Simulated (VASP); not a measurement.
Here is a VASP 6.6.1 calculation.

File INCAR:

```
ALGO = Normal
EDIFF = 1E-7
ENCUT = 520
GGA = PS
ISIF = 2
ISMEAR = -1
LASPH = T
LCHARG = T
LELF = T
LREAL = F
LVHAR = T
LWAVE = F
NBANDS = 12
NELM = 100
PREC = Accurate
SIGMA = 0.03
```

File KPOINTS:

```
k-points
0
Gamma
  15 15 15
```

File POSCAR:

```
Ag
1.0
    0.0000000000      2.0431000000      2.0431000000
    2.0431000000      0.0000000000      2.0431000000
    2.0431000000      2.0431000000      0.0000000000
Ag
1
Direct
    0.0000000000      0.0000000000      0.0000000000
```

Potentials or basis: VASP PAW PBE potentials, release 64 (Ag).

The run is started by

```bash
$ cat potpaw_PBE.64/Ag/POTCAR > POTCAR
$ mpirun -np 1 vasp_std > vasp.out
```

Task: Predict the pressure.

Result: -2.9 GPa.

Caveat: the PAW data sets were made with another functional, which shifts forces and pressure a little.
